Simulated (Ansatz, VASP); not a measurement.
NaF: VASP beside Ansatz

POSCAR

```
NaF
1.0
    0.0000000000      2.2971680842      2.4120264884
    2.2971680842      0.0000000000      2.4120264884
    2.2971680842      2.2971680842      0.0000000000
Na F
1 1
Direct
    0.0000000000      0.0000000000      0.0000000000
    0.5000000000      0.5000000000      0.5000000000
```

File INCAR.step1:

```
SYSTEM = NaF
PREC = Accurate
ENCUT = 520
ISMEAR = 0
SIGMA = 0.01
LREAL = .FALSE.
LASPH = .TRUE.
NELM = 100
NBANDS = 14
GGA = PE
ALGO = Normal
EDIFF = 1E-4
LWAVE = .TRUE.
LCHARG = .FALSE.
```

File INCAR.step2:

```
SYSTEM = NaF
PREC = Accurate
ENCUT = 520
EDIFF = 1E-6
ISMEAR = 0
SIGMA = 0.01
LREAL = .FALSE.
LASPH = .TRUE.
NELM = 100
ALGO = Normal
ISIF = 2
LWAVE = .FALSE.
LCHARG = .FALSE.
METAGGA = R2SCAN
LMIXTAU = .TRUE.
NBANDS = 14
ISTART = 1
```

The input KPOINTS:

```
Automatic mesh
0
G
  10 10 10
  0 0 0
```

Input for Ansatz:

```yaml
crystal:
  lattice:
    - [0.0, 2.2971680842, 2.4120264884]
    - [2.2971680842, 0.0, 2.4120264884]
    - [2.2971680842, 2.2971680842, 0.0]
  atoms:
    - { symbol: Na, position: [0.0, 0.0, 0.0] }
    - { symbol: F, position: [0.5, 0.5, 0.5] }
kpoints:
  mp_grid: { grid: [10, 10, 10] }
  band_path:
    path:
      - [0.0, 0.0, 0.0]
      - [0.5, 0.0, 0.5]
      - [0.625, 0.25, 0.625]
      - [0.375, 0.375, 0.75]
      - [0.5, 0.5, 0.5]
      - [0.5, 0.25, 0.75]
    npoints: 1
hamiltonian:
  xc: r2scan
scf:
  occupations: { method: fixed }
  n_extra_bands: 4
output:
  forces: true
  stress: true
  eigenvalues: true
```

Change from the starting cell: uniaxial_z strain +5.0%.

Alike in both runs: task single point; functional r2SCAN; k mesh 10 × 10 × 10; no spin polarisation.

|  | VASP | Ansatz |
| --- | --- | --- |
| version | VASP 6.6.1 | Ansatz 0.2.0 |
| potentials or method | VASP PAW PBE potentials, release 64 (Na_pv, F) | plane waves, PAW |
| plane-wave cutoff (eV) | 520 | 500 |
| occupations | gaussian, width 0.01 eV | fixed |
| valence electrons in the cell | 14 | 16 |

VASP gave:

| Property | Result |
| --- | --- |
| gap on the k mesh at the Fermi level (eV) | 7.04 |
| pressure (GPa) | -2.6 |
| traceless stress, the component that is largest in VASP (GPa) | -2.28 |

Estimate Ansatz's values.

gap on the k mesh at the Fermi level (eV): 7.00; pressure (GPa): -2.1; traceless stress, the component that is largest in VASP (GPa): -2.17.

VASP's potentials were made for PBE, not for r2SCAN. VASP's potentials hold 14 valence electrons a cell and Ansatz's 16, so a difference there can come from the potentials and not from the codes.
